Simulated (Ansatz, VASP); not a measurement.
**One calculation of Sn, two programs**

```
Sn
1.0
    -1.83540    1.83540    2.01895
     1.83540   -1.83540    2.01895
     1.83540    1.83540   -2.01895
Sn
1
Direct
  0.00000 0.00000 0.00000
```

Alike in both runs: task single point; functional r2SCAN; k mesh 20 × 20 × 20; occupations gaussian, width 0.15 eV; no spin polarisation.

```csv
,VASP,Ansatz
version,VASP 6.6.1,Ansatz 0.2.0
potentials or method,"VASP PAW PBE potentials, release 64 (Sn_d), cutoff 520 eV","scalar-relativistic, plane waves, PAW"
valence electrons in the cell,14,14
```

|  | VASP | Ansatz | Ansatz less VASP |
| --- | --- | --- | --- |
| gap on the k mesh at the Fermi level (eV) | none | none | - |
| pressure (GPa) | -0.3 | -0.3 | 0.00 |
| traceless stress, the component that is largest in VASP (GPa) | 0.42 | 0.42 | +0.006 |

VASP's potentials were made for PBE, not for r2SCAN. A gap of «none» marks a metal or a gap that the smearing closes. With one functional, cell and mesh, what is left measures potentials, basis and numerics.
